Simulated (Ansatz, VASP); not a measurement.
Ag: VASP beside Ansatz

```
Ag
1.0
    -1.65156    1.65156    1.65156
     1.65156   -1.65156    1.65156
     1.65156    1.65156   -1.65156
Ag
1
Cartesian
  0.0000 0.0000 0.0000
```

Alike in both runs: functional PBE; k mesh 18 × 18 × 18; occupations fermi-dirac, width 0.05 eV; no spin polarisation.

Ansatz relaxed the structure, and its values are those at the end. VASP's run is a single point on that final structure, the one shown.

|  | VASP | Ansatz |
| --- | --- | --- |
| version | VASP 6.6.1 | Ansatz 0.2.0 |
| potentials or method | VASP PAW PBE potentials, release 64 (Ag) | PAW with Ansatz's default frozen-core files, scalar-relativistic |
| plane-wave cutoff (eV) | 500 | 420 |
| valence electrons in the cell | 11 | 19 |

|  | VASP | Ansatz | Ansatz less VASP |
| --- | --- | --- | --- |
| pressure (GPa) | -0.1 | 0.0 | +0.07 |

VASP's potentials hold 11 valence electrons a cell and Ansatz's 19, so a difference there can come from the potentials and not from the codes.
